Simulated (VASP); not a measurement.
Wanted: the native input for a VASP 6.6.1 run.

- Task: single point
- Functional: PBE
- Potentials or basis: VASP PAW PBE potentials, release 64 (Li_sv, F)
- Cutoff: 520 eV
- k mesh: 6 × 6 × 6
- Occupations: gaussian, width 0.1 eV
- Spin: no spin polarisation
- Dipole correction: no
- Further INCAR settings: ALGO = Normal; EDIFF = 1e-06; NBANDS = 24

The structure of LiF lies in POSCAR:

```
LiF
1.0
    4.7979124181      0.0000000000      0.0000000000
   -2.3989562090      4.1551140392      0.0000000000
    0.0000000000      0.0000000000      2.7496580997
Li F
3 3
Direct
    0.5000000000      0.0000000000      0.0000000000
    0.5000000000      0.5000000000      0.0000000000
    0.0000000000      0.5000000000      0.0000000000
    0.0000000000      0.0000000000      0.0000000000
    0.3333333333      0.6666666667      0.5000000000
    0.6666666667      0.3333333333      0.5000000000
```

The input as run:

INCAR

```
SYSTEM = LiF
ALGO = Normal ; EDIFF = 1E-6
ENCUT = 520 ; GGA = PE
ISIF = 2 ; ISMEAR = 0
LASPH = .TRUE. ; LCHARG = .FALSE.
LREAL = .FALSE. ; LWAVE = .FALSE.
NBANDS = 24 ; NELM = 100
PREC = Accurate ; SIGMA = 0.1
```

KPOINTS

```
k-points
0
G
  6 6 6
  0 0 0
```

Potentials or basis: VASP PAW PBE potentials, release 64 (Li_sv, F).

Launch:

```console
$ cat potpaw_PBE.64/Li_sv/POTCAR potpaw_PBE.64/F/POTCAR > POTCAR
$ mpirun -np 1 vasp_std > vasp.out
```

It gave:

The band gap on the k mesh is 5.77 eV.

Run time: 25 s on 1 thread of Intel(R) Xeon(R) Platinum 8259CL CPU @ 2.50GHz (Skylake/Cascade Lake) (shared host), peak memory 0.17 GiB.
